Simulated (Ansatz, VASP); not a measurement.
One calculation of PbI2, two programs

```xyz
3
Lattice="4.5557 0.0000 0.0000 -2.2778 3.9453 0.0000 0.0000 0.0000 6.9846" Properties=species:S:1:pos:R:3 pbc="T T T"
Pb    0.0000    0.0000    0.0000
I     0.0000    2.6302    1.8916
I     2.2778    1.3151    5.0930
```

Alike in both runs: functional PBE; dispersion D3(BJ); k mesh 6 × 6 × 4; occupations gaussian, width 0.02 eV; no spin polarisation.

Ansatz relaxed the structure, and its values are those at the end. VASP's run is a single point on that final structure, the one shown.

|  | VASP | Ansatz |
| --- | --- | --- |
| version | VASP 6.6.1 | Ansatz 0.2.0 |
| potentials or method | VASP PAW PBE potentials, release 64 (Pb_d, I), cutoff 500 eV | scalar-relativistic, plane waves, PAW |
| valence electrons in the cell | 28 | 48 |

|  | VASP | Ansatz | Ansatz less VASP |
| --- | --- | --- | --- |
| gap on the k mesh at the Fermi level (eV) | 2.19 | 2.19 | +0.001 |
| least direct gap on the mesh (eV) | 2.19 | 2.19 | +0.001 |
| pressure (GPa) | 0.0 | 0.0 | +0.02 |

VASP's potentials hold 28 valence electrons a cell and Ansatz's 48, so a difference there can come from the potentials and not from the codes.

Spin-orbit coupling is off throughout.
